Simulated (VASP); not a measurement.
Crystal: GeCl5.

```xyz
6
Lattice="4.7091 0.0000 0.0000 0.0000 4.7091 0.0000 0.0000 0.0000 6.9202" Properties=species:S:1:pos:R:3 pbc="T T T"
Ge    2.3545    2.3545    0.0000
Cl    0.0000    2.3545    1.4243
Cl    2.3545    0.0000    1.4243
Cl    0.0000    2.3545    5.4959
Cl    2.3545    0.0000    5.4959
Cl    0.0000    0.0000    3.4601
```

The cell was generated, and may not be a known phase.

| Quantity | Value |
| --- | --- |
| Program | VASP 6.6.1 |
| Task | relaxation of cell and atoms |
| Functional | PBE |
| Potentials or basis | VASP PAW PBE potentials, release 64 (Ge_d, Cl) |
| Cutoff | 600 eV |
| k mesh | 4 × 4 × 4 |
| Occupations | gaussian, width 0.1 eV |
| Spin | no spin polarisation |

At the start: pressure 0.6 GPa; volume 25.58 Å³/atom.

Q: How do energy, volume and symmetry change on relaxing?

A: Over 18 steps the energy falls by 16.1 meV/atom and the volume is 27.76 Å³/atom (+8.5 %); space group P4/mmm (No. 123, to 0.1 Å) before and after.

Step by step:
| step | energy change (eV) | largest force (eV/Å) | pressure (GPa) | volume (Å³) |
| --- | --- | --- | --- | --- |
| 1 | 0.0000 | 0.0064 | 0.63 | 153.46 |
| 2 | -0.0088 | 0.0462 | 0.29 | 155.69 |
| 3 | -0.0147 | 0.1213 | -0.32 | 159.72 |
| 4 | -0.0217 | 0.1442 | -0.35 | 160.56 |
| 5 | -0.0409 | 0.2060 | -0.67 | 163.03 |
| 6 | -0.0376 | 0.2497 | -1.25 | 167.86 |
| 7 | -0.0474 | 0.2362 | -0.93 | 164.98 |
| 8 | -0.0578 | 0.2182 | -0.79 | 164.49 |
| 9 | -0.0686 | 0.1742 | -0.52 | 163.66 |
| 10 | -0.0565 | 0.0016 | 0.13 | 161.92 |
| 11 | -0.0700 | 0.1448 | -0.40 | 163.25 |
| 12 | -0.0748 | 0.1303 | -0.23 | 162.53 |
| 13 | -0.0814 | 0.0832 | 0.26 | 160.37 |
| 14 | -0.0839 | 0.0835 | 0.21 | 160.90 |
| 15 | -0.0893 | 0.0893 | 0.07 | 162.49 |
| 16 | -0.0924 | 0.0947 | -0.20 | 165.69 |
| 17 | -0.0945 | 0.0725 | -0.14 | 165.91 |
| 18 | -0.0968 | 0.0162 | 0.09 | 166.56 |

Final structure:
```cif
data_structure
_symmetry_space_group_name_H-M 'P 1'
_symmetry_Int_Tables_number 1
_cell_length_a 4.9207
_cell_length_b 4.9207
_cell_length_c 6.8787
_cell_angle_alpha 90.000
_cell_angle_beta 90.000
_cell_angle_gamma 90.000
_cell_volume 166.56
loop_
_atom_site_label
_atom_site_type_symbol
_atom_site_fract_x
_atom_site_fract_y
_atom_site_fract_z
_atom_site_occupancy
Ge1 Ge 0.50000 0.50000 0.00000 1
Cl1 Cl 0.00000 0.50000 0.18713 1
Cl2 Cl 0.50000 0.00000 0.18713 1
Cl3 Cl 0.00000 0.50000 0.81287 1
Cl4 Cl 0.50000 0.00000 0.81287 1
Cl5 Cl 0.00000 0.00000 0.50000 1
```

Caveat: an odd number of electrons without spin polarisation forces a metal; a magnetic or distorted state may lie lower.
